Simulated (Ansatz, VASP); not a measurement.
**Os: VASP beside Ansatz**

File POSCAR:

```
Os
1.0
    2.7393806551      0.0000000000      0.0000000000
   -1.3696903275      2.3723732379      0.0000000000
    0.0000000000      0.0000000000      4.3138178725
Os
2
Direct
    0.3333333333      0.6666666667      0.2500000000
    0.6666666667      0.3333333333      0.7500000000
```

Contents of INCAR.step1:

```
ALGO = Normal
EDIFF = 1E-4
ENCUT = 520
GGA = PE
ISMEAR = -1
LASPH = True
LCHARG = False
LREAL = False
LWAVE = True
NBANDS = 15
NELM = 80
PREC = Accurate
SIGMA = 0.1
```

INCAR.step2

```
ALGO = Normal
EDIFF = 1E-7
ENCUT = 520
ISIF = 2
ISMEAR = -1
ISTART = 1
LASPH = True
LCHARG = True
LELF = True
LMIXTAU = True
LREAL = False
LVHAR = True
LWAVE = False
METAGGA = R2SCAN
NBANDS = 15
NELM = 80
PREC = Accurate
SIGMA = 0.1
```

KPOINTS

```
k-points
0
Gamma
  5 5 3
```

Input for Ansatz:

```yaml
crystal:
  lattice:
    - [2.7393806551, 0.0, 0.0]
    - [-1.3696903275, 2.3723732379, 0.0]
    - [0.0, 0.0, 4.3138178725]
  atoms:
    - { symbol: Os, position: [0.3333333333, 0.6666666667, 0.25] }
    - { symbol: Os, position: [0.6666666667, 0.3333333333, 0.75] }
hamiltonian:
  xc: r2scan
  pseudopotentials:
    kind: paw
    azcp:
      Os: "pseudopotentials/Os.paw.azcp"
basis:
  ecutwfc: 500
  fft_grid_basis: typed
kpoints:
  mp_grid: { grid: [5, 5, 3], shift: [0, 0, 0] }
magnetization:
  spin_polarized: false
scf:
  occupations: { method: fermi_dirac, width: 0.1 }
  lower_state_search: "off"
output:
  stress: true
```

Alike in both runs: task single point; functional r2SCAN; k mesh 5 × 5 × 3; occupations fermi-dirac, width 0.1 eV; no spin polarisation.

```csv
,VASP,Ansatz
version,VASP 6.6.1,Ansatz 0.2.0
potentials or method,"VASP PAW PBE potentials, release 64 (Os), cutoff 520 eV","plane waves (500 eV) with PAW, scalar-relativistic"
valence electrons in the cell,16,32
```

```csv
,VASP,Ansatz,Ansatz less VASP
pressure (GPa),2.1,1.2,-0.96
"traceless stress, the component that is largest in VASP (GPa)",7.50,7.70,+0.198
```

VASP's potentials were made for PBE, not for r2SCAN. With one functional, cell and mesh, what is left measures potentials, basis and numerics. VASP's potentials hold 16 valence electrons a cell and Ansatz's 32, so a difference there can come from the potentials and not from the codes.

The k mesh is coarse, so the values compare programs but aren't converged. Neither program's run includes spin-orbit coupling.
